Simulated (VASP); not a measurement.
# Fe (Im-3m) in VASP: a series of runs

Runs on Fe. Level: PBE. Tasks: single point.

Program: VASP 6.6.1. These are calculated values, not measurements. Logs are shortened: lines on timing, memory, paths and dates and some standing lists are left out, and cuts for length are marked.

## (1) The cell of the first run

The structure is cubic, space group Im-3m (No. 229). Conventional cell: a = 2.831 Å, b = 2.831 Å, c = 2.831 Å, α = 90.00°, β = 90.00°, γ = 90.00°. Fe (site symmetry m-3m) has 14 Fe at 2.45 to 2.83 Å within 3.2 Å.

## (2) Single point, PBE

The input, INCAR:

```
SYSTEM = Fe
PREC     = Accurate       ! precision mode
ENCUT    = 520            ! plane-wave cutoff, eV
EDIFF    = 1E-7           ! SCF threshold, eV
ISMEAR   = 0              ! smearing method
SIGMA    = 0.05           ! smearing width, eV
LREAL    = .FALSE.        ! projectors in reciprocal space
LASPH    = .TRUE.         ! aspherical terms in the spheres
NELM     = 100            ! most SCF steps
ALGO     = Normal         ! electronic algorithm
ISIF     = 2              ! what is computed and relaxed
LWAVE    = .FALSE.        ! write WAVECAR
LCHARG   = .FALSE.        ! write CHGCAR
GGA      = PE             ! functional
NBANDS   = 10             ! bands
```

The input, KPOINTS:

```
regular mesh
0
G
  22 22 22
  0 0 0
```

The input, POSCAR:

```
Fe
1.0
   -1.4155932731      1.4155932731      1.4155932731
    1.4155932731     -1.4155932731      1.4155932731
    1.4155932731      1.4155932731     -1.4155932731
Fe
1
Direct
    0.0000000000      0.0000000000      0.0000000000
```

Potentials or basis: VASP PAW PBE potentials, release 64 (Fe).

Run with:

```console
cat potpaw_PBE.64/Fe/POTCAR > POTCAR
mpirun -np 1 vasp_std > vasp.out
```

OUTCAR:

```text
SYSTEM = Fe
   PREC = Accurate
   ENCUT = 520
   EDIFF = 1E-7
   ISMEAR = 0
   LREAL = .FALSE.
   LASPH = .TRUE.
   NELM = 100
   ISIF = 2
   GGA = PE

 ion  position               nearest neighbor table
   1  0.000  0.000  0.000-

  LATTYP: Found a body centered cubic cell.
 ALAT       =     2.8311865462

  Lattice vectors:

 A1 = (  -1.4155932731,   1.4155932731,   1.4155932731)
 A2 = (   1.4155932731,  -1.4155932731,   1.4155932731)
 A3 = (   1.4155932731,   1.4155932731,  -1.4155932731)

Analysis of symmetry for initial positions (statically):
=====================================================================
 Subroutine PRICEL returns:
 Original cell was already a primitive cell.

 Routine SETGRP: Setting up the symmetry group for a
 body centered cubic supercell.

 Subroutine GETGRP returns: Found 48 space group operations
 (whereof 48 operations were pure point group operations)
 out of a pool of 48 trial point group operations.

The static configuration has the point symmetry O_h .

Analysis of symmetry for dynamics (positions and initial velocities):
=====================================================================
 Subroutine PRICEL returns:
 Original cell was already a primitive cell.

 Routine SETGRP: Setting up the symmetry group for a
 body centered cubic supercell.

 Subroutine GETGRP returns: Found 48 space group operations
 (whereof 48 operations were pure point group operations)
 out of a pool of 48 trial point group operations.

The dynamic configuration has the point symmetry O_h .

 Subroutine INISYM returns: Found 48 space group operations
 (whereof 48 operations are pure point group operations),
 and found     1 'primitive' translations

----------------------------------------------------------------------------------------

                                     Primitive cell

  volume of cell :      11.3469

  direct lattice vectors                    reciprocal lattice vectors
    -1.415593273  1.415593273  1.415593273     0.000000000  0.353208799  0.353208799
     1.415593273 -1.415593273  1.415593273     0.353208799  0.000000000  0.353208799
     1.415593273  1.415593273 -1.415593273     0.353208799  0.353208799  0.000000000

  length of vectors
     2.451879472  2.451879472  2.451879472     0.499512674  0.499512674  0.499512674

[... 75 lines left out ...]
   LASPH  =      T    aspherical Exc in radial PAW
   ENCUT  =  520.0 eV  38.22 Ry    6.18 a.u.   4.56  4.56  4.56*2*pi/ulx,y,z
   NELM   =    100;   NELMIN=  2; NELMDL= -5     # of ELM steps
   EDIFF  = 0.1E-06   stopping-criterion for ELM
   LREAL  =      F    real-space projection
   EDIFFG = 0.1E-05   stopping-criterion for IOM
   NSW    =      0    number of steps for IOM
   IBRION =     -1    ionic relax: 0-MD 1-quasi-New 2-CG
   NFREE  =      0    steps in history (QN), initial steepest desc. (CG)
   ISIF   =      2    stress and relaxation
   ISYM   =      2    0-nonsym 1-usesym 2-fastsym
   POTIM  = 0.5000    time-step for ionic-motion
   TEBEG  =    0.0;   TEEND  =   0.0 temperature during run
   PSTRESS=    0.0 pullay stress
   NELECT =       8.0000    total number of electrons
   NUPDOWN=      -1.0000    fix difference up-down
   EMIN   =  10.00;   EMAX   =-10.00  energy-range for DOS
   EFERMI =   0.00;   METHOD = LEGACY
   ISMEAR =     0;   SIGMA  =   0.05  broadening in eV -4-tet -1-fermi 0-gaus
   EFERMI_NEDOS =   21; number of points for ismear=-14 and -15
   IALGO  =     38    algorithm
   IMIX   =      4    mixing-type and parameters
     AMIX     =   0.40;   BMIX     =  1.00
     AMIX_MAG =   1.60;   BMIX_MAG =  1.00
  volume/ion in A,a.u.               =      11.35        76.57
  Fermi-wavevector in a.u.,A,eV,Ry     =   1.457068  2.753458 28.885791  2.123046
  Thomas-Fermi vector in A             =   2.573912
   LORBIT       =      0    0 simple, 1 ext, 2 COOP (PROOUT), +10 PAW based schemes
   GGA     = PE    functional components
   LHFCALC =     F    Hartree Fock is set to
   AEXX    =    0.0000 exact exchange contribution
   IVDW    =     0    specifies the selected vdW correction
   LEPSILON=     F    determine dielectric tensor
   LRPA    =     F    only Hartree local field effects (RPA)
 non-spin polarized calculation
 Gauss-broadening in eV      SIGMA  =   0.05
  energy-cutoff  :      520.00
  volume of cell :       11.35
 maximum number of plane-waves:       321
   NGX =  9   NGY =  9   NGZ =  9

 number of electron       8.0000009 magnetization

 Free energy of the ion-electron system (eV)
  ---------------------------------------------------
  ext. energy  EPLUGINS =         0.00000000
  ---------------------------------------------------
  free energy    TOTEN  =        -7.71287429 eV

  energy without entropy =       -7.70830323  energy(sigma->0) =       -7.71058876

 E-fermi :   5.8886     XC(G=0): -13.1693

 val. band max:        5.8862212336   @ k =   0.1364   0.0455   0.0000
 cond. band min:       5.8903690779   @ k =   0.1818   0.0455   0.0455
 fundamental gap:      0.0041478443
 Fermi energy:         5.8886268946

 k-point     1 :       0.0000    0.0000    0.0000
  band No.  band energies     occupation
      1      -2.5411      2.00000
      2       4.2826      2.00000
      3       4.2826      2.00000
      4       4.2826      2.00000
      5       5.8437      1.79576
      6       5.8437      1.79574
      7      30.7586      0.00000
      8      30.7586      0.00000
      9      30.7586      0.00000
     10      36.0057      0.00000
[... 287 lines left out ...]
 k-point    24 :       0.1364    0.0909    0.0000
  band No.  band energies     occupation
      1      -1.0012      2.00000
      2       3.9296      2.00000
      3       4.0396      2.00000
      4       5.1809      2.00000
      5       5.5341      2.00000
      6       5.9320      0.21961
      7      25.0151      0.00000
      8      26.6964      0.00000
      9      30.7859      0.00000
     10      31.2517      0.00000

 [... further k-points ...]
[... 5 lines left out ...]
  --------------------------------------------------------------------------------------
  -------------------------------------------------------------------------------------
  Total       -1.2730791     -1.2730791     -1.2730791     -0.0000000      0.0000000      0.0000000
  in kB     -179.7589416   -179.7589416   -179.7589416     -0.0000000      0.0000000      0.0000000
  external PRESSURE =    -179.7589416 kB  Pullay stress =       0.0000000 kB

 VOLUME and BASIS-vectors are now :
 -----------------------------------------------------------------------------
  energy-cutoff  :      520.00
  volume of cell :       11.35
      direct lattice vectors                 reciprocal lattice vectors
    -1.415593273  1.415593273  1.415593273     0.000000000  0.353208799  0.353208799
     1.415593273 -1.415593273  1.415593273     0.353208799  0.000000000  0.353208799
     1.415593273  1.415593273 -1.415593273     0.353208799  0.353208799  0.000000000

 POSITION                                       TOTAL-FORCE (eV/Angst)
 -----------------------------------------------------------------------------------
      0.00000      0.00000      0.00000         0.000000      0.000000      0.000000
 -----------------------------------------------------------------------------------
    total drift:                                0.000000      0.000000      0.000000

  FREE ENERGIE OF THE ION-ELECTRON SYSTEM (eV)
  ---------------------------------------------------
  free  energy   TOTEN  =        -7.7128742856 eV

  energy  without entropy=       -7.7083032276  energy(sigma->0) =       -7.71058876
```

Run time: 20 s. Hardware: 1 thread of Intel Xeon Platinum 8559C (Emerald Rapids), shared host; peak memory 0.14 GiB.

What came out:

| Item | Value |
| --- | --- |
| Free energy | -7.7129 eV |
| Pressure | -18.0 GPa |
| Band gap on the k mesh | zero (band 4 reaches 6.80 eV, above the bottom of band 5 at 4.93 eV) |

Caveat: the run has no spin polarisation, though such a crystal can be magnetic. Spin polarisation is off, so any magnetic state and its effect on volume and gap are missing.

## (3) Single point, PBE, collinear spin, ferromagnetic start

This run uses another cell than the first one: it holds 2 atoms, not 1.

The input, INCAR:

```
SYSTEM = Fe
  PREC = Accurate
  ENCUT = 520
  EDIFF = 1E-7
  ISMEAR = 0
  SIGMA = 0.05
  LREAL = .FALSE.
  LASPH = .TRUE.
  NELM = 150
  ALGO = Fast
  ISIF = 2
  LWAVE = .FALSE.
  LCHARG = .FALSE.
  ISPIN = 2
  MAGMOM = 2.5 2.5
  LORBIT = 11
  LMAXMIX = 4
  GGA = PE
  NBANDS = 19
```

The input, KPOINTS:

```
Automatic mesh
0
G
  12 12 12
  0 0 0
```

The input, POSCAR:

```
Fe
1.0
    2.8311865462      0.0000000000      0.0000000000
    0.0000000000      2.8311865462      0.0000000000
    0.0000000000      0.0000000000      2.8311865462
Fe
2
Direct
    0.0000000000      0.0000000000      0.0000000000
    0.5000000000      0.5000000000      0.5000000000
```

Potentials or basis: VASP PAW PBE potentials, release 64 (Fe).

Run with:

```console
cat potpaw_PBE.64/Fe/POTCAR > POTCAR
mpirun -np 1 vasp_std > vasp.out
```

Wall time 45 s (1 thread of Intel Xeon Platinum 8559C (Emerald Rapids), shared host); peak memory 0.18 GiB.

It converged, with:

- Free energy: -16.4872 eV
- Pressure: -0.6 GPa
- Net moment: 4.32 μB per cell
- Site moments: Fe +2.16 μB
- Valence electrons inside the program's atomic spheres: Fe 7.27

Levels at points of the mesh, in eV from the Fermi level:
Spin up:
```tsv
k point	band 7	band 8	band 9	band 10	band 11	band 12	band 13	band 14
(0.00, 0.00, 0.00)	-1.10	-1.10	0.11	0.11	0.11	9.94	9.94	9.94
(0.50, 0.00, 0.00)	-1.86	-1.86	-1.12	-1.12	0.21	0.21	17.10	17.10
(0.50, 0.50, 0.00)	-0.91	-0.91	0.38	0.38	0.51	0.51	7.36	7.36
(0.50, 0.50, 0.50)	-0.88	-0.88	-0.88	-0.88	8.64	8.64	8.64	8.64
```
Spin down:
```csv
k point,band 3,band 4,band 5,band 6,band 7,band 8,band 9,band 10
"(0.00, 0.00, 0.00)",-3.06,-0.43,-0.43,-0.43,1.63,1.63,2.26,2.26
"(0.50, 0.00, 0.00)",-0.80,-0.80,-0.05,-0.05,-0.05,-0.05,0.88,0.88
"(0.50, 0.50, 0.00)",-1.71,-1.71,0.61,0.61,1.48,1.48,1.89,1.89
"(0.50, 0.50, 0.50)",-1.87,-1.87,-1.87,-1.87,1.93,1.93,1.93,1.93
```

## (4) Single point, PBE, collinear spin, antiferromagnetic start

This run uses another cell than the first one: it holds 2 atoms, not 1.

The input, INCAR:

```
PREC     = Accurate       # precision mode
ENCUT    = 520            # plane-wave cutoff, eV
EDIFF    = 1E-6           # SCF threshold, eV
ISMEAR   = 0              # smearing method
SIGMA    = 0.05           # smearing width, eV
LREAL    = False          # projectors in reciprocal space
LASPH    = True           # aspherical terms in the spheres
NELM     = 150            # most SCF steps
ALGO     = Normal         # electronic algorithm
ISIF     = 2              # what is computed and relaxed
LWAVE    = False          # write WAVECAR
LCHARG   = True           # write CHGCAR
ISPIN    = 2              # spin polarisation
MAGMOM   = 2.5 -2.5       # initial moments
LORBIT   = 11             # projections on sites
LMAXMIX  = 4              # l up to which the mixer works
GGA      = PE             # functional
LELF     = True           # ELF
LVHAR    = True         
NBANDS   = 19             # bands
```

The input, KPOINTS:

```
Automatic mesh
0
Gamma
  12 12 12
```

POSCAR is that of step 3.

Run with:

```console
cat potpaw_PBE.64/Fe/POTCAR > POTCAR
mpirun -np 1 vasp_std > vasp.out
```

Run time: 42 s. Hardware: 1 thread of Intel Xeon Platinum 8559C (Emerald Rapids), shared host; peak memory 0.18 GiB.

The run converged. Its results:

- Free energy: -15.5916 eV
- Pressure: -6.4 GPa
- Band gap on the k mesh: zero (filled and empty bands overlap)
- Net moment: 0.00 μB per cell
- Site moments: Fe +1.49, -1.49 μB
- Valence electrons inside the program's atomic spheres: Fe 7.27

Levels at points of the mesh, in eV from the Fermi level:
Spin up:
```tsv
k point	band 6	band 7	band 8	band 9	band 10	band 11
(0.00, 0.00, 0.00)	-1.80	0.08	0.08	1.00	1.00	1.00
(0.50, 0.00, 0.00)	-1.36	-1.02	-0.72	-0.72	0.16	0.22
(0.50, 0.50, 0.00)	-0.55	0.34	0.34	0.44	1.16	1.23
(0.50, 0.50, 0.50)	-2.43	-0.81	-0.81	1.20	1.20	8.73
```
Spin down:
```csv
k point,band 4,band 5,band 6,band 7,band 8,band 9,band 10,band 11,band 12,band 13
"(0.00, 0.00, 0.00)",-1.80,-1.80,-1.80,0.08,0.08,1.00,1.00,1.00,9.85,9.85
"(0.50, 0.00, 0.00)",-1.79,-1.79,-1.36,-1.02,-0.72,-0.72,0.16,0.22,1.88,17.11
"(0.50, 0.50, 0.00)",-2.92,-0.84,-0.55,0.34,0.34,0.44,1.16,1.23,1.23,7.72
"(0.50, 0.50, 0.50)",-2.43,-2.43,-2.43,-0.81,-0.81,1.20,1.20,8.73,8.73,8.73
```

## (5) Single point, PBE, collinear spin, ferromagnetic start

The input, INCAR:

```
PREC = Accurate
ENCUT = 520
EDIFF = 1E-6
ISMEAR = 0
SIGMA = 0.05
LREAL = F
LASPH = T
NELM = 150
ALGO = Normal
ISIF = 2
LWAVE = F
LCHARG = F
ISPIN = 2
MAGMOM = 2.41
LORBIT = 11
LMAXMIX = 4
GGA = PE
NBANDS = 14
```

The input, KPOINTS:

```
Automatic mesh
0
Gamma
  22 22 22
```

The input, POSCAR:

```
Fe
1.0
   -1.4155932731      1.4155932731      1.4155932731
    1.4155932731     -1.4155932731      1.4155932731
    1.4155932731      1.4155932731     -1.4155932731
Fe
1
Direct
    0.0000000000      0.0000000000      0.0000000000
```

Potentials or basis: VASP PAW PBE potentials, release 64 (Fe).

Run with:

```console
cat potpaw_PBE.64/Fe/POTCAR > POTCAR
mpirun -np 1 vasp_std > vasp.out
```

OUTCAR:

```text
PREC = Accurate
   ENCUT = 520
   EDIFF = 1E-6
   ISMEAR = 0
   LREAL = F
   LASPH = T
   NELM = 150
   ISIF = 2
   ISPIN = 2
   LORBIT = 11
   GGA = PE

 ion  position               nearest neighbor table
   1  0.000  0.000  0.000-

  LATTYP: Found a body centered cubic cell.
 ALAT       =     2.8311865462

  Lattice vectors:

 A1 = (  -1.4155932731,   1.4155932731,   1.4155932731)
 A2 = (   1.4155932731,  -1.4155932731,   1.4155932731)
[... 1024 lines left out ...]
  -------------------------------------------------------------------------------------
  Total       -0.0400308     -0.0400308     -0.0400308      0.0000000     -0.0000000      0.0000000
  in kB       -5.6523485     -5.6523485     -5.6523485      0.0000000     -0.0000000      0.0000000
  external PRESSURE =      -5.6523485 kB  Pullay stress =       0.0000000 kB

 VOLUME and BASIS-vectors are now :
 -----------------------------------------------------------------------------
  energy-cutoff  :      520.00
  volume of cell :       11.35
      direct lattice vectors                 reciprocal lattice vectors
    -1.415593273  1.415593273  1.415593273     0.000000000  0.353208799  0.353208799
     1.415593273 -1.415593273  1.415593273     0.353208799  0.000000000  0.353208799
     1.415593273  1.415593273 -1.415593273     0.353208799  0.353208799  0.000000000

 POSITION                                       TOTAL-FORCE (eV/Angst)
 -----------------------------------------------------------------------------------
      0.00000      0.00000      0.00000         0.000000     -0.000000      0.000000
 -----------------------------------------------------------------------------------
    total drift:                                0.000000      0.000000      0.000000

  FREE ENERGIE OF THE ION-ELECTRON SYSTEM (eV)
  ---------------------------------------------------
  free  energy   TOTEN  =        -8.2432791644 eV

  energy  without entropy=       -8.2422082706  energy(sigma->0) =       -8.24274372

 total charge

# of ion       s       p       d       tot
------------------------------------------
    1        0.488   0.542   6.240   7.270

 magnetization (x)

# of ion       s       p       d       tot
------------------------------------------
    1       -0.013  -0.054   2.239   2.173
```

OSZICAR:

```text
N       E                     dE             d eps       ncg     rms          rms(c)
DAV:   1     0.214105827457E+02    0.21411E+02   -0.38356E+03 20106   0.697E+02
DAV:   2    -0.833799755654E+01   -0.29749E+02   -0.27458E+02 20042   0.128E+02
DAV:   3    -0.925488933897E+01   -0.91689E+00   -0.90821E+00 22202   0.232E+01
DAV:   4    -0.925787448688E+01   -0.29851E-02   -0.29849E-02 21236   0.120E+00
DAV:   5    -0.925788837551E+01   -0.13889E-04   -0.13887E-04 22478   0.839E-02    0.114E+01
DAV:   6    -0.832819439533E+01    0.92969E+00   -0.10326E+01 23306   0.372E+01    0.549E+00
DAV:   7    -0.825708038056E+01    0.71114E-01   -0.67018E-01 22796   0.913E+00    0.331E+00
DAV:   8    -0.825048494861E+01    0.65954E-02   -0.90534E-03 22080   0.548E-01    0.141E+00
DAV:   9    -0.824318281823E+01    0.73021E-02   -0.69870E-03 24864   0.403E-01    0.340E-01
DAV:  10    -0.824328613281E+01   -0.10331E-03   -0.12143E-03 20856   0.294E-01    0.126E-01
DAV:  11    -0.824327886226E+01    0.72705E-05   -0.12682E-04 21782   0.107E-01    0.460E-02
DAV:  12    -0.824327916441E+01   -0.30215E-06   -0.51151E-06 21752   0.262E-02
   1 F= -.82432792E+01 E0= -.82427437E+01  d E =-.107089E-02  mag=     2.1766
```

Run time: 62 s. Hardware: 1 thread of Intel Xeon Platinum 8559C (Emerald Rapids), shared host; peak memory 0.18 GiB.

What came out:

* Free energy: -8.2433 eV
* Pressure: -0.6 GPa
* Net moment: 2.18 μB per cell
* Site moments: Fe +2.17 μB
* Valence electrons inside the program's atomic spheres: Fe 7.27

Levels at points of the mesh, in eV from the Fermi level:
Spin up:
| k point | band 2 | band 3 | band 4 | band 5 | band 6 | band 7 | band 8 | band 9 |
| --- | --- | --- | --- | --- | --- | --- | --- | --- |
| (0.00, 0.00, 0.00) | -2.28 | -2.28 | -2.28 | -1.08 | -1.08 | 25.05 | 25.05 | 25.05 |
| (0.50, 0.00, 0.00) | -3.37 | -1.01 | -0.89 | 0.41 | 0.53 | 7.38 | 18.39 | 20.26 |
| (0.50, 0.50, 0.50) | -4.84 | 0.14 | 0.14 | 0.14 | 9.96 | 9.96 | 9.96 | 15.67 |
Spin down:
| k point | band 1 | band 2 | band 3 | band 4 | band 5 | band 6 |
| --- | --- | --- | --- | --- | --- | --- |
| (0.00, 0.00, 0.00) | -8.26 | -0.40 | -0.40 | -0.40 | 1.67 | 1.67 |
| (0.50, 0.00, 0.00) | -3.64 | -1.68 | 0.64 | 1.52 | 1.92 | 2.60 |
| (0.50, 0.50, 0.50) | -3.02 | -3.02 | 2.30 | 2.30 | 2.30 | 10.23 |

## (6) The runs side by side

```tsv
spin	cell	k mesh	gap on the mesh (eV)	pressure (GPa)	moment (μB)
off	a = 2.452 Å, angles 109.5°, 1 atom	22 × 22 × 22	none	-18.0	-
collinear, ferromagnetic start	a = 2.831 Å, 2 atoms	12 × 12 × 12	none	-0.6	4.32
collinear, antiferromagnetic start	a = 2.831 Å, 2 atoms	12 × 12 × 12	none	-6.4	0.00
collinear, ferromagnetic start	a = 2.452 Å, angles 109.5°, 1 atom	22 × 22 × 22	none	-0.6	2.18
```

Alike in all rows: task single point; level PBE; potentials or basis VASP PAW PBE potentials, release 64 (Fe); cutoff (eV) 520; smearing gaussian 0.05 eV.

Total energies depend on the potentials used, so only differences within one code and one set of settings carry meaning.
